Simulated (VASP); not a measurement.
# Te3Pt2Se (R-3m) in VASP: further runs

The runs below take Te3Pt2Se through single point, relaxation of cell and atoms, with PBE.

All numbers are computed with VASP 6.6.1; they aren't measurements. Logs are shortened: lines on timing, memory, paths and dates and some standing lists are left out, and cuts for length are marked.

**1. The cell of the first run**

It takes space group R-3m (No. 166, trigonal). The conventional cell has a = 7.617 Å, b = 7.617 Å, c = 11.434 Å, α = 90.00°, β = 90.00°, γ = 120.00°. Within 3.5 Å of Te (site symmetry 2/m) lie 2 Pt at 2.63 Å and 2 Se at 2.91 Å. Pt (site symmetry 3m) has 3 Te at 2.63 Å and 1 Se at 3.36 Å within 3.5 Å. Within 3.8 Å of Se (site symmetry -3m) lie 6 Te at 2.91 Å and 2 Pt at 3.36 Å.

**2. Single point, PBE**

INCAR reads:

```
PREC = Accurate
ENCUT = 520
EDIFF = 1E-7
ISMEAR = 0
SIGMA = 0.1
LREAL = F
LASPH = T
NELM = 60
ALGO = Normal
ISIF = 2
LWAVE = F
LCHARG = F
GGA = PE
NBANDS = 31
```

KPOINTS reads:

```
Automatic mesh
0
Gamma
  3 3 3
```

POSCAR reads:

```
Te3Pt2Se
1.0
    3.8083536828      2.1987540239      3.8111932934
   -3.8083536828      2.1987540239      3.8111932934
    0.0000000000     -4.3975080478      3.8111932934
Te Pt Se
3 2 1
Direct
    0.5000000000      0.5000000000      0.0000000000
    0.0000000000      0.5000000000      0.5000000000
    0.5000000000      0.0000000000      0.5000000000
    0.7936579744      0.7936579744      0.7936579744
    0.2063420256      0.2063420256      0.2063420256
    0.5000000000      0.5000000000      0.5000000000
```

Potentials or basis: VASP PAW PBE potentials, release 64 (Te, Pt, Se).

Command:

```bash
$ cat potpaw_PBE.64/Te/POTCAR potpaw_PBE.64/Pt/POTCAR potpaw_PBE.64/Se/POTCAR > POTCAR
$ mpirun -np 1 vasp_std > vasp.out
```

OUTCAR:

```text
PREC = Accurate
   ENCUT = 520
   EDIFF = 1E-7
   ISMEAR = 0
   LREAL = F
   LASPH = T
   NELM = 60
   ISIF = 2
   GGA = PE

 ion  position               nearest neighbor table
   1  0.500  0.500  0.000-   4 2.63   5 2.63   6 2.91   6 2.91
   2  0.000  0.500  0.500-   4 2.63   5 2.63   6 2.91   6 2.91
   3  0.500  0.000  0.500-   4 2.63   5 2.63   6 2.91   6 2.91
   4  0.794  0.794  0.794-   1 2.63   2 2.63   3 2.63
   5  0.206  0.206  0.206-   1 2.63   2 2.63   3 2.63
   6  0.500  0.500  0.500-   1 2.91   1 2.91   3 2.91   2 2.91   3 2.91   2 2.91

  LATTYP: Found a trigonal (rhomboedric) cell.
 ALAT       =     5.8192156989
 COS(alpha) =     0.1434048044

  Lattice vectors:

 A1 = (   3.8083536828,   2.1987540239,   3.8111932934)
 A2 = (  -3.8083536828,   2.1987540239,   3.8111932934)
 A3 = (   0.0000000000,  -4.3975080478,   3.8111932934)

Analysis of symmetry for initial positions (statically):
=====================================================================
 Subroutine PRICEL returns:
 Original cell was already a primitive cell.

 Routine SETGRP: Setting up the symmetry group for a
 trigonal (rhombohedral) supercell.

 Subroutine GETGRP returns: Found 12 space group operations
 (whereof 12 operations were pure point group operations)
 out of a pool of 12 trial point group operations.

The static configuration has the point symmetry D_3d.

Analysis of symmetry for dynamics (positions and initial velocities):
=====================================================================
 Subroutine PRICEL returns:
 Original cell was already a primitive cell.

 Routine SETGRP: Setting up the symmetry group for a
 trigonal (rhombohedral) supercell.

 Subroutine GETGRP returns: Found 12 space group operations
 (whereof 12 operations were pure point group operations)
 out of a pool of 12 trial point group operations.

The dynamic configuration has the point symmetry D_3d.

 Subroutine INISYM returns: Found 12 space group operations
 (whereof 12 operations are pure point group operations),
 and found     1 'primitive' translations

----------------------------------------------------------------------------------------

                                     Primitive cell

  volume of cell :     191.4812

  direct lattice vectors                    reciprocal lattice vectors
     3.808353683  2.198754024  3.811193293     0.131290327  0.075800506  0.087461671
    -3.808353683  2.198754024  3.811193293    -0.131290327  0.075800506  0.087461671
     0.000000000 -4.397508048  3.811193293     0.000000000 -0.151601011  0.087461671

  length of vectors
     5.819215699  5.819215699  5.819215699     0.175021171  0.175021171  0.175021171

  position of ions in fractional coordinates (direct lattice)
     0.500000000  0.500000000  0.000000000
     1.000000000  0.500000000  0.500000000
     0.500000000  1.000000000  0.500000000
     0.793657974  0.793657974  0.793657974
     0.206342026  0.206342026  0.206342026
     0.500000000  0.500000000  0.500000000

  ion indices of the primitive-cell ions
   primitive index   ion index
                 1           1
                 2           2
                 3           3
                 4           4
                 5           5
                 6           6

----------------------------------------------------------------------------------------

 KPOINTS: Automatic mesh

Automatic generation of k-mesh.
 Grid dimensions read from file:
 generate k-points for:    3    3    3

 Generating k-lattice:

  Cartesian coordinates                     Fractional coordinates (reciprocal lattice)
     0.043763442  0.025266835  0.029153890     0.333333333 -0.000000000  0.000000000
    -0.043763442  0.025266835  0.029153890    -0.000000000  0.333333333  0.000000000
     0.000000000 -0.050533670  0.029153890     0.000000000  0.000000000  0.333333333

  Length of vectors
     0.058340390  0.058340390  0.058340390

  Shift w.r.t. Gamma in fractional coordinates (k-lattice)
     0.000000000  0.000000000  0.000000000

 Subroutine IBZKPT returns following result:
 ===========================================

 Found      6 irreducible k-points:

 Following reciprocal coordinates:
            Coordinates               Weight
  0.000000  0.000000  0.000000      1.000000
  0.333333  0.000000 -0.000000      6.000000
  0.333333  0.333333 -0.000000      6.000000
 -0.333333  0.333333  0.000000      6.000000
  0.333333  0.333333  0.333333      2.000000
 -0.333333  0.333333  0.333333      6.000000
   k-points           NKPTS =      6   k-points in BZ     NKDIM =      6   number of bands    NBANDS=     31
   number of dos      NEDOS =    301   number of ions     NIONS =      6
   total plane-waves  NPLWV = 110592
   dimension x,y,z NGX =    48 NGY =   48 NGZ =   48
   dimension x,y,z NGXF=    96 NGYF=   96 NGZF=   96
   ions per type =               3   2   1
   NGX,Y,Z   is equivalent  to a cutoff of  13.71, 13.71, 13.71 a.u.
   NGXF,Y,Z  is equivalent  to a cutoff of  27.43, 27.43, 27.43 a.u.
 SYSTEM =  unknown system
   PREC   = accura    normal or accurate (medium, high low for compatibility)
   ISTART =      0    job   : 0-new  1-cont  2-samecut
   ICHARG =      2    charge: 1-file 2-atom 10-const
   ISPIN  =      1    spin polarized calculation?
   LNONCOLLINEAR =      F non collinear calculations
   LSORBIT =      F    spin-orbit coupling
   LASPH  =      T    aspherical Exc in radial PAW
   ENCUT  =  520.0 eV  38.22 Ry    6.18 a.u.  10.82 10.82 10.82*2*pi/ulx,y,z
   NELM   =     60;   NELMIN=  2; NELMDL= -5     # of ELM steps
   EDIFF  = 0.1E-06   stopping-criterion for ELM
   LREAL  =      F    real-space projection
   EDIFFG = 0.1E-05   stopping-criterion for IOM
   NSW    =      0    number of steps for IOM
   IBRION =     -1    ionic relax: 0-MD 1-quasi-New 2-CG
   NFREE  =      0    steps in history (QN), initial steepest desc. (CG)
   ISIF   =      2    stress and relaxation
   ISYM   =      2    0-nonsym 1-usesym 2-fastsym
   POTIM  = 0.5000    time-step for ionic-motion
   TEBEG  =    0.0;   TEEND  =   0.0 temperature during run
   PSTRESS=    0.0 pullay stress
   NELECT =      44.0000    total number of electrons
   NUPDOWN=      -1.0000    fix difference up-down
   EMIN   =  10.00;   EMAX   =-10.00  energy-range for DOS
   EFERMI =   0.00;   METHOD = LEGACY
   ISMEAR =     0;   SIGMA  =   0.10  broadening in eV -4-tet -1-fermi 0-gaus
   EFERMI_NEDOS =   21; number of points for ismear=-14 and -15
   IALGO  =     38    algorithm
   IMIX   =      4    mixing-type and parameters
     AMIX     =   0.40;   BMIX     =  1.00
     AMIX_MAG =   1.60;   BMIX_MAG =  1.00
  volume/ion in A,a.u.               =      31.91       215.36
  Fermi-wavevector in a.u.,A,eV,Ry     =   1.002729  1.894883 13.680194  1.005466
  Thomas-Fermi vector in A             =   2.135235
   LORBIT       =      0    0 simple, 1 ext, 2 COOP (PROOUT), +10 PAW based schemes
   GGA     = PE    functional components
   LHFCALC =     F    Hartree Fock is set to
   AEXX    =    0.0000 exact exchange contribution
   IVDW    =     0    specifies the selected vdW correction
   LEPSILON=     F    determine dielectric tensor
   LRPA    =     F    only Hartree local field effects (RPA)
 non-spin polarized calculation
 Gauss-broadening in eV      SIGMA  =   0.10
  energy-cutoff  :      520.00
  volume of cell :      191.48
 maximum number of plane-waves:      5193
 NGX is ok and might be reduce to    48
   NGX = 21   NGY = 21   NGZ = 21

 number of electron      44.0000001 magnetization

 Free energy of the ion-electron system (eV)
  ---------------------------------------------------
  ext. energy  EPLUGINS =         0.00000000
  ---------------------------------------------------
  free energy    TOTEN  =       -21.71411981 eV

  energy without entropy =      -21.69048190  energy(sigma->0) =      -21.70230086

 E-fermi :   4.4217     XC(G=0):  -8.9201

 val. band max:        4.4168130060   @ k =   0.3333   0.3333   0.3333
 cond. band min:       4.4505737236   @ k =   0.3333   0.3333   0.3333
 fundamental gap:      0.0337607176
 Fermi energy:         4.4216886269

 k-point     1 :       0.0000    0.0000    0.0000
  band No.  band energies     occupation
      1     -10.4533      2.00000
      2      -6.6126      2.00000
      3      -6.6126      2.00000
      4      -6.2313      2.00000
      5      -2.8058      2.00000
      6      -1.3840      2.00000
[... 23 lines left out ...]
     30       7.8681      0.00000
     31       8.2560      0.00000

 k-point     2 :       0.3333    0.0000   -0.0000
  band No.  band energies     occupation
      1     -10.3222      2.00000
      2      -7.1271      2.00000
      3      -6.6174      2.00000
      4      -6.3198      2.00000
      5      -2.2939      2.00000
      6      -1.2453      2.00000
[... 23 lines left out ...]
     30       9.2741      0.00000
     31       9.7632      0.00000

 k-point     3 :       0.3333    0.3333   -0.0000
  band No.  band energies     occupation
      1     -10.1910      2.00000
      2      -7.2698      2.00000
      3      -6.8907      2.00000
      4      -6.4470      2.00000
      5      -1.8168      2.00000
      6      -0.8582      2.00000
[... 23 lines left out ...]
     30       9.2687      0.00000
     31      10.2053      0.00000

 k-point     4 :      -0.3333    0.3333    0.0000
  band No.  band energies     occupation
      1     -10.1827      2.00000
      2      -7.3381      2.00000
      3      -6.8576      2.00000
      4      -6.4371      2.00000
      5      -1.7461      2.00000
      6      -0.6075      2.00000
[... 23 lines left out ...]
     30       9.7913      0.00000
     31       9.8148      0.00000

 k-point     5 :       0.3333    0.3333    0.3333
  band No.  band energies     occupation
      1     -10.0596      2.00000
      2      -7.3409      2.00000
      3      -6.8831      2.00000
      4      -6.8831      2.00000
      5      -1.4872      2.00000
      6      -0.1115      2.00000
[... 23 lines left out ...]
     30       9.9601      0.00000
     31       9.9601      0.00000

 k-point     6 :      -0.3333    0.3333    0.3333
  band No.  band energies     occupation
      1     -10.0411      2.00000
      2      -7.4754      2.00000
      3      -6.8880      2.00000
      4      -6.7921      2.00000
      5      -1.1125      2.00000
      6      -0.5610      2.00000
[... 23 lines left out ...]
     30       9.8785      0.00000
     31      10.1828      0.00000

------------------------ aborting loop because EDIFF is reached ----------------------------------------

  FORCE on cell =-STRESS in cart. coord.  units (eV):
  Direction    XX          YY          ZZ          XY          YZ          ZX
  --------------------------------------------------------------------------------------
  -------------------------------------------------------------------------------------
  Total       -0.1400755     -0.1400755     -0.1571880     -0.0000000     -0.0000000      0.0000000
  in kB       -1.1720516     -1.1720516     -1.3152361     -0.0000000     -0.0000000      0.0000000
  external PRESSURE =      -1.2197798 kB  Pullay stress =       0.0000000 kB

 VOLUME and BASIS-vectors are now :
 -----------------------------------------------------------------------------
  energy-cutoff  :      520.00
  volume of cell :      191.48
      direct lattice vectors                 reciprocal lattice vectors
     3.808353683  2.198754024  3.811193293     0.131290327  0.075800506  0.087461671
    -3.808353683  2.198754024  3.811193293    -0.131290327  0.075800506  0.087461671
     0.000000000 -4.397508048  3.811193293     0.000000000 -0.151601011  0.087461671

 POSITION                                       TOTAL-FORCE (eV/Angst)
 -----------------------------------------------------------------------------------
      0.00000      2.19875      3.81119         0.000000      0.000000     -0.000000
     -1.90418     -1.09938      3.81119         0.000000     -0.000000      0.000000
      1.90418     -1.09938      3.81119        -0.000000      0.000000     -0.000000
      0.00000      0.00000      9.07435         0.000000      0.000000     -0.024268
      0.00000      0.00000      2.35923         0.000000     -0.000000      0.024268
      0.00000      0.00000      5.71679         0.000000     -0.000000      0.000000
 -----------------------------------------------------------------------------------
    total drift:                                0.000000      0.000000     -0.000000

  FREE ENERGIE OF THE ION-ELECTRON SYSTEM (eV)
  ---------------------------------------------------
  free  energy   TOTEN  =       -21.7141198150 eV

  energy  without entropy=      -21.6904818961  energy(sigma->0) =      -21.70230086
```

Wall time 31 s (1 thread of AMD EPYC 9R45 (Zen 5), shared host); peak memory 0.29 GiB.

Results:

| Property | Result |
| --- | --- |
| Free energy | -21.7141 eV |
| Pressure | -0.1 GPa |
| Largest force | 0.024 eV/Å |

Forces in eV/Å, atoms in the order of the input:
```
Te   0.000  0.000  0.000
Te   0.000  0.000  0.000
Te   0.000  0.000  0.000
Pt   0.000  0.000 -0.024
Pt   0.000  0.000  0.024
Se   0.000  0.000  0.000
```

Caveat: the k points lie up to 0.37 Å⁻¹ apart; spin-orbit coupling is left out, which moves the levels of the heavy elements.

(Continued in part 2 of 2.)
